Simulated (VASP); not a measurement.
Wanted: the native input for a VASP 6.6.1 run.

```yaml
Task: single point
Functional: RPBE
Dispersion: D4
Potentials_or_basis: VASP PAW PBE potentials, release 64 (F, Li_sv)
Cutoff: 520 eV
k_mesh: 10 × 10 × 10
Occupations: fermi-dirac, width 0.05 eV
Spin: no spin polarisation
Dipole_correction: no
Further_INCAR_settings: ALGO = Normal; EDIFF = 1e-07; NBANDS = 12
```

The structure of LiF lies in POSCAR:

```
LiF
1.0
    2.5764385850      0.0000000000      0.0000000000
    0.0000000000      2.5764385850      0.0000000000
    0.0000000000      0.0000000000      2.5764385850
F Li
1 1
Direct
    0.5000000000      0.5000000000      0.5000000000
    0.0000000000      0.0000000000      0.0000000000
```

One way to write it, as run:

INCAR

```
PREC = Accurate
ENCUT = 520
EDIFF = 1E-7
ISMEAR = -1
SIGMA = 0.05
LREAL = F
LASPH = T
NELM = 80
ALGO = Normal
ISIF = 2
LWAVE = F
LCHARG = T
GGA = RP
IVDW = 13
LELF = T
LVHAR = T
NBANDS = 12
```

KPOINTS

```
Automatic mesh
0
Gamma
  10 10 10
```

Potentials or basis: VASP PAW PBE potentials, release 64 (F, Li_sv).

Launch:

```bash
$ cat potpaw_PBE.64/F/POTCAR potpaw_PBE.64/Li_sv/POTCAR > POTCAR
$ mpirun -np 1 vasp_std > vasp.out
```

Results of the run:

| Property | Result |
| --- | --- |
| Band gap on the k mesh | 7.58 eV, indirect (least direct gap 8.22 eV) |
| Dispersion energy per atom | -0.134 eV |

Wall time 12 s on 1 thread of Intel(R) Xeon(R) Platinum 8259CL CPU @ 2.50GHz (Skylake/Cascade Lake), on a shared host, peak memory 0.12 GiB.
